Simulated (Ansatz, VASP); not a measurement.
**One calculation of TiPdSe4, two programs**

```
Ti Pd Se
1.0
     6.09718    0.00000    0.16793
     0.00000    3.63475    0.00000
    -0.16742    0.00000    6.61018
Ti Pd Se
1 1 4
Direct
  0.00000 0.00000 0.00000
  0.50000 0.50000 0.00000
  0.34065 0.00000 0.77548
  0.65935 0.00000 0.22452
  0.16266 0.50000 0.23195
  0.83734 0.50000 0.76805
```

Alike in both runs: functional PBE; k mesh 6 × 8 × 6; occupations gaussian, width 0.1 eV; no spin polarisation.

Ansatz relaxed the structure, and its values are those at the end. VASP's run is a single point on that final structure, the one shown.

|  | VASP | Ansatz |
| --- | --- | --- |
| version | VASP 6.6.1 | Ansatz 0.2.0 |
| potentials or method | VASP PAW PBE potentials, release 64 (Ti_sv, Pd, Se), cutoff 520 eV | scalar-relativistic, plane waves, PAW |
| valence electrons in the cell | 46 | 94 |

|  | VASP | Ansatz | Ansatz less VASP |
| --- | --- | --- | --- |
| gap on the k mesh at the Fermi level (eV) | none | none | - |
| pressure (GPa) | 0.1 | 0.0 | -0.05 |
| rms of the force components (eV/Å) | 0.005 | 0.001 | -0.0038 |

A gap of «none» marks a metal or a gap that the smearing closes. The functional is the same, so the differences come from potentials, cutoffs and numerics. VASP's potentials hold 46 valence electrons a cell and Ansatz's 94, so a difference there can come from the potentials and not from the codes.
